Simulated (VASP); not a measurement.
Write the native input for VASP 6.6.1 that does the following.

- Task: single point
- Functional: PBE
- Potentials or basis: VASP PAW PBE potentials, release 64 (Ni)
- Cutoff: 520 eV
- k mesh: 15 × 15 × 15
- Occupations: fermi-dirac, width 0.05 eV
- Spin: collinear spin, ferromagnetic start
- Starting moments: [2.0] μB
- Dipole correction: no
- Further INCAR settings: ALGO = Normal; EDIFF = 1e-07; NBANDS = 15

The structure of Ni lies in POSCAR:

```
Ni
1.0
    0.0000000000      1.7586000000      1.7586000000
    1.7586000000      0.0000000000      1.7586000000
    1.7586000000      1.7586000000      0.0000000000
Ni
1
Direct
    0.0000000000      0.0000000000      0.0000000000
```

These files were run (other wordings do the same):

INCAR

```
PREC = Accurate ; ENCUT = 520
EDIFF = 1E-7 ; ISMEAR = -1
SIGMA = 0.05 ; LREAL = False
LASPH = True ; NELM = 150
ALGO = Normal ; ISIF = 2
LWAVE = False ; LCHARG = False
ISPIN = 2 ; MAGMOM = 2
LORBIT = 11 ; LMAXMIX = 4
GGA = PE ; NBANDS = 15
```

KPOINTS

```
regular mesh
0
Gamma
  15 15 15
```

Potentials or basis: VASP PAW PBE potentials, release 64 (Ni).

The run is started by

```console
$ cat potpaw_PBE.64/Ni/POTCAR > POTCAR
$ mpirun -np 1 vasp_std > vasp.out
```

Results of the run:

```json
{
 "Pressure": "0.3 GPa",
 "Net moment": "0.64 μB per cell",
 "Site moments": "Ni +0.66 μB",
 "Valence electrons inside the program's atomic spheres": "Ni 9.31"
}
```

Wall time 18 s on 1 thread of Intel(R) Xeon(R) 6975P-C (Granite Rapids), on a shared host, peak memory 0.14 GiB.
